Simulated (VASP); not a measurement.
A run of VASP 6.6.1 is set up as follows.

The input INCAR:

```
SYSTEM = Pb
PREC = Accurate ; ENCUT = 520
EDIFF = 1E-7 ; ISMEAR = 0
SIGMA = 0.1 ; LREAL = .FALSE.
LASPH = .TRUE. ; NELM = 100
ALGO = Fast ; ISIF = 2
LWAVE = .FALSE. ; LCHARG = .FALSE.
GGA = PE ; NBANDS = 36
```

The input KPOINTS:

```
Automatic mesh
0
G
  12 12 8
  0 0 0
```

Contents of POSCAR:

```
Pb
1.0
    4.9884186098      0.0000000000      0.0000000000
   -2.4942093049      4.3200972409      0.0000000000
    0.0000000000      0.0000000000      6.7035887175
Pb
4
Direct
    0.0000000000      0.0000000000      0.5000000000
    0.0000000000      0.0000000000      0.0000000000
    0.3333333333      0.6666666667      0.7500000000
    0.6666666667      0.3333333333      0.2500000000
```

Potentials or basis: VASP PAW PBE potentials, release 64 (Pb_d).

Run with:

```sh
$ cat potpaw_PBE.64/Pb_d/POTCAR > POTCAR
$ mpirun -np 1 vasp_std > vasp.out
```

What does it give for the band gap on the k mesh?

Zero (bands 28 and 29 overlap by 2.22 eV).

Predict the pressure.

-0.1 GPa.

Caveat: spin-orbit coupling is left out, which moves the levels of the heavy elements.
